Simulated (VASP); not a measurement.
Here is a VASP 6.6.1 calculation.

INCAR

```
SYSTEM = TiO2
PREC = Accurate ; ENCUT = 600
EDIFF = 1E-6 ; ISMEAR = -1
SIGMA = 0.05 ; LREAL = .FALSE.
LASPH = .TRUE. ; NELM = 120
ALGO = Normal ; ISIF = 2
LWAVE = .FALSE. ; LCHARG = .FALSE.
GGA = CA ; NBANDS = 33
GGA_COMPAT = .FALSE.
```

File KPOINTS:

```
regular mesh
0
G
  10 10 10
  0 0 0
```

Contents of POSCAR:

```
TiO2
1.0
   -1.8696843242      1.8696843242      4.7276358914
    1.8696843242     -1.8696843242      4.7276358914
    1.8696843242      1.8696843242     -4.7276358914
Ti O
2 4
Direct
    0.7500000000      0.2500000000      0.5000000000
    0.0000000000      0.0000000000      0.0000000000
    0.7920168498      0.7920168498      0.0000000000
    0.5420168498      0.0420168498      0.5000000000
    0.9579831502      0.4579831502      0.5000000000
    0.2079831502      0.2079831502      0.0000000000
```

Potentials or basis: VASP PAW LDA potentials, release 64 (Ti_sv, O).

Command:

```sh
$ cat potpaw_LDA.64/Ti_sv/POTCAR potpaw_LDA.64/O/POTCAR > POTCAR
$ mpirun -np 1 vasp_std > vasp.out
```

(1) What does it give for the largest force?

(2) Predict the pressure.

(3) Predict the band gap on the k mesh.

Answers

(1) 0.033 eV/Å.

(2) 1.0 GPa.

(3) 2.08 eV (least direct gap 2.42 eV).
